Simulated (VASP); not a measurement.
# MgS in VASP: further runs

Runs on MgS. Level: PBE. Tasks: single point.

All numbers are computed with VASP 6.6.1; they aren't measurements. Logs are shortened: lines on timing, memory, paths and dates and some standing lists are left out, and cuts for length are marked.

## Step 1: The cell of the first run

Symmetry: Fm-3m, No. 225, cubic system. Conventional cell: a = 5.203 Å, b = 5.203 Å, c = 5.203 Å, α = 90.00°, β = 90.00°, γ = 90.00°. Mg (site symmetry m-3m) has 6 S at 2.60 Å within 3.4 Å. S (site symmetry m-3m) has 6 Mg at 2.60 Å within 3.4 Å.

## Step 2: Single point, PBE

The input, INCAR:

```
  PREC = Accurate
  ENCUT = 520
  EDIFF = 1E-6
  ISMEAR = 1
  SIGMA = 0.2
  LREAL = False
  LASPH = True
  NELM = 80
  ALGO = Normal
  ISIF = 2
  LWAVE = False
  LCHARG = False
  GGA = PE
  NBANDS = 11
```

The input, KPOINTS:

```
regular mesh
0
Gamma
  8 8 8
```

The input, POSCAR:

```
MgS
1.0
    0.0000000000      2.6016500000      2.6016500000
    2.6016500000      0.0000000000      2.6016500000
    2.6016500000      2.6016500000      0.0000000000
Mg S
1 1
Direct
    0.0000000000      0.0000000000      0.0000000000
    0.5000000000      0.5000000000      0.5000000000
```

Potentials or basis: VASP PAW PBE potentials, release 64 (Mg, S).

The run is started by

```
$ cat potpaw_PBE.64/Mg/POTCAR potpaw_PBE.64/S/POTCAR > POTCAR
$ mpirun -np 1 vasp_std > vasp.out
```

OUTCAR:

```text
PREC = Accurate
   ENCUT = 520
   EDIFF = 1E-6
   ISMEAR = 1
   LREAL = False
   LASPH = True
   NELM = 80
   ISIF = 2
   GGA = PE

 ion  position               nearest neighbor table
   1  0.000  0.000  0.000-   2 2.60   2 2.60   2 2.60   2 2.60   2 2.60   2 2.60
   2  0.500  0.500  0.500-   1 2.60   1 2.60   1 2.60   1 2.60   1 2.60   1 2.60

  LATTYP: Found a face centered cubic cell.
 ALAT       =     5.2033000000

  Lattice vectors:

 A1 = (   0.0000000000,   2.6016500000,   2.6016500000)
 A2 = (   2.6016500000,   0.0000000000,   2.6016500000)
 A3 = (   2.6016500000,   2.6016500000,   0.0000000000)

Analysis of symmetry for initial positions (statically):
=====================================================================
 Subroutine PRICEL returns:
 Original cell was already a primitive cell.

 Routine SETGRP: Setting up the symmetry group for a
 face centered cubic supercell.

 Subroutine GETGRP returns: Found 48 space group operations
 (whereof 48 operations were pure point group operations)
 out of a pool of 48 trial point group operations.

The static configuration has the point symmetry O_h .

Analysis of symmetry for dynamics (positions and initial velocities):
=====================================================================
 Subroutine PRICEL returns:
 Original cell was already a primitive cell.

 Routine SETGRP: Setting up the symmetry group for a
 face centered cubic supercell.

 Subroutine GETGRP returns: Found 48 space group operations
 (whereof 48 operations were pure point group operations)
 out of a pool of 48 trial point group operations.

The dynamic configuration has the point symmetry O_h .

 Subroutine INISYM returns: Found 48 space group operations
 (whereof 48 operations are pure point group operations),
 and found     1 'primitive' translations

----------------------------------------------------------------------------------------

                                     Primitive cell

  volume of cell :      35.2190

  direct lattice vectors                    reciprocal lattice vectors
     0.000000000  2.601650000  2.601650000    -0.192185728  0.192185728  0.192185728
     2.601650000  0.000000000  2.601650000     0.192185728 -0.192185728  0.192185728
     2.601650000  2.601650000  0.000000000     0.192185728  0.192185728 -0.192185728

  length of vectors
     3.679288715  3.679288715  3.679288715     0.332875446  0.332875446  0.332875446

  position of ions in fractional coordinates (direct lattice)
     0.000000000  0.000000000  0.000000000
     0.500000000  0.500000000  0.500000000

  ion indices of the primitive-cell ions
   primitive index   ion index
                 1           1
                 2           2

----------------------------------------------------------------------------------------

 KPOINTS: regular mesh

Automatic generation of k-mesh.
 Grid dimensions read from file:
 generate k-points for:    8    8    8

 Generating k-lattice:

  Cartesian coordinates                     Fractional coordinates (reciprocal lattice)
    -0.024023216  0.024023216  0.024023216     0.125000000  0.000000000  0.000000000
     0.024023216 -0.024023216  0.024023216     0.000000000  0.125000000  0.000000000
     0.024023216  0.024023216 -0.024023216     0.000000000  0.000000000  0.125000000

  Length of vectors
     0.041609431  0.041609431  0.041609431

  Shift w.r.t. Gamma in fractional coordinates (k-lattice)
     0.000000000  0.000000000  0.000000000

 Subroutine IBZKPT returns following result:
 ===========================================

 Found     29 irreducible k-points:

 Following reciprocal coordinates:
            Coordinates               Weight
  0.000000  0.000000  0.000000      1.000000
  0.125000  0.000000  0.000000      8.000000
  0.250000  0.000000  0.000000      8.000000
  0.375000  0.000000  0.000000      8.000000
  0.500000  0.000000  0.000000      4.000000
  0.125000  0.125000  0.000000      6.000000
[... 16 lines left out ...]
  0.500000  0.250000  0.125000     48.000000
 -0.375000  0.250000  0.125000     24.000000
 [... further k-points ...]
   k-points           NKPTS =     29   k-points in BZ     NKDIM =     29   number of bands    NBANDS=     11
   number of dos      NEDOS =    301   number of ions     NIONS =      2
   total plane-waves  NPLWV =  21952
   dimension x,y,z NGX =    28 NGY =   28 NGZ =   28
   dimension x,y,z NGXF=    56 NGYF=   56 NGZF=   56
   ions per type =               1   1
   NGX,Y,Z   is equivalent  to a cutoff of  12.65, 12.65, 12.65 a.u.
   NGXF,Y,Z  is equivalent  to a cutoff of  25.30, 25.30, 25.30 a.u.
 SYSTEM =  unknown system
   PREC   = accura    normal or accurate (medium, high low for compatibility)
   ISTART =      0    job   : 0-new  1-cont  2-samecut
   ICHARG =      2    charge: 1-file 2-atom 10-const
   ISPIN  =      1    spin polarized calculation?
   LNONCOLLINEAR =      F non collinear calculations
   LSORBIT =      F    spin-orbit coupling
   LASPH  =      T    aspherical Exc in radial PAW
   ENCUT  =  520.0 eV  38.22 Ry    6.18 a.u.   6.84  6.84  6.84*2*pi/ulx,y,z
   NELM   =     80;   NELMIN=  2; NELMDL= -5     # of ELM steps
   EDIFF  = 0.1E-05   stopping-criterion for ELM
   LREAL  =      F    real-space projection
   EDIFFG = 0.1E-04   stopping-criterion for IOM
   NSW    =      0    number of steps for IOM
   IBRION =     -1    ionic relax: 0-MD 1-quasi-New 2-CG
   NFREE  =      0    steps in history (QN), initial steepest desc. (CG)
   ISIF   =      2    stress and relaxation
   ISYM   =      2    0-nonsym 1-usesym 2-fastsym
   POTIM  = 0.5000    time-step for ionic-motion
   TEBEG  =    0.0;   TEEND  =   0.0 temperature during run
   PSTRESS=    0.0 pullay stress
   NELECT =       8.0000    total number of electrons
   NUPDOWN=      -1.0000    fix difference up-down
   EMIN   =  10.00;   EMAX   =-10.00  energy-range for DOS
   EFERMI =   0.00;   METHOD = LEGACY
   ISMEAR =     1;   SIGMA  =   0.20  broadening in eV -4-tet -1-fermi 0-gaus
   EFERMI_NEDOS =   21; number of points for ismear=-14 and -15
   IALGO  =     38    algorithm
   IMIX   =      4    mixing-type and parameters
     AMIX     =   0.40;   BMIX     =  1.00
     AMIX_MAG =   1.60;   BMIX_MAG =  1.00
  volume/ion in A,a.u.               =      17.61       118.83
  Fermi-wavevector in a.u.,A,eV,Ry     =   0.998878  1.887606 13.575323  0.997758
  Thomas-Fermi vector in A             =   2.131131
   LORBIT       =      0    0 simple, 1 ext, 2 COOP (PROOUT), +10 PAW based schemes
   GGA     = PE    functional components
   LHFCALC =     F    Hartree Fock is set to
   AEXX    =    0.0000 exact exchange contribution
   IVDW    =     0    specifies the selected vdW correction
   LEPSILON=     F    determine dielectric tensor
   LRPA    =     F    only Hartree local field effects (RPA)
 non-spin polarized calculation
 Methfessel and Paxton  Order N= 1 SIGMA  =   0.20
  energy-cutoff  :      520.00
  volume of cell :       35.22
 maximum number of plane-waves:       960
   NGX = 13   NGY = 13   NGZ = 13

 number of electron       8.0000000 magnetization

 Free energy of the ion-electron system (eV)
  ---------------------------------------------------
  ext. energy  EPLUGINS =         0.00000000
  ---------------------------------------------------
  free energy    TOTEN  =        -8.50119164 eV

  energy without entropy =       -8.50251316  energy(sigma->0) =       -8.50163215

 E-fermi :   3.7978     XC(G=0):  -9.6883

 val. band max:        3.7250927114   @ k =   0.0000   0.0000   0.0000
 cond. band min:       6.5006259291   @ k =   0.5000   0.5000   0.0000
 fundamental gap:      2.7755332177
 Fermi energy:         3.7977593496

 k-point     1 :       0.0000    0.0000    0.0000
  band No.  band energies     occupation
      1      -8.9417      2.00000
      2       3.7251      1.57227
      3       3.7251      1.57227
      4       3.7251      1.57227
      5       7.4353     -0.00000
      6      11.6798      0.00000
      7      11.6798      0.00000
      8      11.6798      0.00000
      9      14.0749      0.00000
     10      14.0749      0.00000
     11      16.2634      0.00000

 k-point     2 :       0.1250    0.0000    0.0000
  band No.  band energies     occupation
      1      -8.7907      2.00000
      2       2.6777      2.00000
      3       3.6242      2.01088
      4       3.6242      2.01088
      5       8.2370      0.00000
      6      11.3624      0.00000
      7      11.9272      0.00000
      8      11.9272      0.00000
      9      13.4401      0.00000
     10      13.4401      0.00000
     11      16.4225      0.00000

 k-point     3 :       0.2500    0.0000    0.0000
  band No.  band energies     occupation
      1      -8.3823      2.00000
      2       0.9189      2.00000
      3       3.4040      2.01767
      4       3.4040      2.01767
      5       8.6854      0.00000
      6      11.5455      0.00000
      7      11.5455      0.00000
      8      12.0280      0.00000
      9      14.0166      0.00000
     10      14.0166      0.00000
     11      15.6159      0.00000

 k-point     4 :       0.3750    0.0000    0.0000
  band No.  band energies     occupation
      1      -7.8839      2.00000
      2      -0.5247      2.00000
      3       3.2101      2.00026
      4       3.2101      2.00026
      5       8.4126      0.00000
      6      10.8794      0.00000
      7      10.8794      0.00000
      8      13.4897      0.00000
      9      15.3152      0.00000
     10      15.9758      0.00000
     11      15.9758      0.00000

 k-point     5 :       0.5000    0.0000    0.0000
  band No.  band energies     occupation
      1      -7.6365      2.00000
      2      -1.1034      2.00000
      3       3.1360      2.00003
      4       3.1360      2.00003
      5       8.2735      0.00000
      6      10.6328      0.00000
      7      10.6328      0.00000
      8      13.8392      0.00000
      9      15.8795      0.00000
     10      18.1122      0.00000
     11      18.1122      0.00000
[... 211 lines left out ...]
 k-point    21 :       0.5000    0.5000    0.0000
  band No.  band energies     occupation
      1      -7.2654      2.00000
      2      -0.4673      2.00000
      3       2.0431      2.00000
      4       2.0431      2.00000
      5       6.5006     -0.00000
      6       8.1209      0.00000
      7      15.7292      0.00000
      8      16.5446      0.00000
      9      17.0975      0.00000
     10      17.0975      0.00000
     11      19.5640      0.00000

 k-point    22 :       0.3750    0.2500    0.1250
  band No.  band energies     occupation
      1      -8.0627      2.00000
      2       0.6556      2.00000
      3       2.2720      2.00000
      4       3.0510      2.00000
      5       9.5194      0.00000
      6      10.2202      0.00000
      7      10.8186      0.00000
      8      12.9223      0.00000
      9      13.8564      0.00000
     10      16.6958      0.00000
     11      18.6111      0.00000

 k-point    23 :       0.5000    0.2500    0.1250
  band No.  band energies     occupation
      1      -7.6418      2.00000
      2      -0.1849      2.00000
      3       1.7343      2.00000
      4       2.7380      2.00000
      5       9.3442      0.00000
      6      10.1180      0.00000
      7      11.5384      0.00000
      8      12.7216      0.00000
      9      15.3876      0.00000
     10      17.9949      0.00000
     11      18.6264      0.00000

 k-point    24 :      -0.3750    0.2500    0.1250
  band No.  band energies     occupation
      1      -7.4407      2.00000
      2      -0.5773      2.00000
      3       1.5908      2.00000
      4       2.5768      2.00000
      5       9.2963      0.00000
      6       9.8351      0.00000
      7      12.1430      0.00000
      8      13.1457      0.00000
      9      15.9915      0.00000
     10      17.0238      0.00000
     11      19.2860      0.00000

 [... further k-points ...]
[... 5 lines left out ...]
  --------------------------------------------------------------------------------------
  -------------------------------------------------------------------------------------
  Total        0.1879614      0.1879614      0.1879614     -0.0000000      0.0000000      0.0000000
  in kB        8.5507184      8.5507184      8.5507184     -0.0000000      0.0000000      0.0000000
  external PRESSURE =       8.5507184 kB  Pullay stress =       0.0000000 kB

 VOLUME and BASIS-vectors are now :
 -----------------------------------------------------------------------------
  energy-cutoff  :      520.00
  volume of cell :       35.22
      direct lattice vectors                 reciprocal lattice vectors
     0.000000000  2.601650000  2.601650000    -0.192185728  0.192185728  0.192185728
     2.601650000  0.000000000  2.601650000     0.192185728 -0.192185728  0.192185728
     2.601650000  2.601650000  0.000000000     0.192185728  0.192185728 -0.192185728

 POSITION                                       TOTAL-FORCE (eV/Angst)
 -----------------------------------------------------------------------------------
      0.00000      0.00000      0.00000         0.000000      0.000000      0.000000
      2.60165      2.60165      2.60165        -0.000000     -0.000000     -0.000000
 -----------------------------------------------------------------------------------
    total drift:                                0.000000      0.000000      0.000000

  FREE ENERGIE OF THE ION-ELECTRON SYSTEM (eV)
  ---------------------------------------------------
  free  energy   TOTEN  =        -8.5011916442 eV

  energy  without entropy=       -8.5025131597  energy(sigma->0) =       -8.50163215
```

Wall time 9.8 s (1 thread of Intel Xeon 6975P-C, shared host); peak memory 0.16 GiB.

What came out:

- Free energy: -8.5012 eV
- Pressure: 0.9 GPa
- Band gap on the k mesh: 2.78 eV, indirect (least direct gap 3.71 eV)

A k mesh can miss the band edges. PBE gaps usually lie below the measured ones, often by a third to a half.

(Part 1 of 2 ends here.)
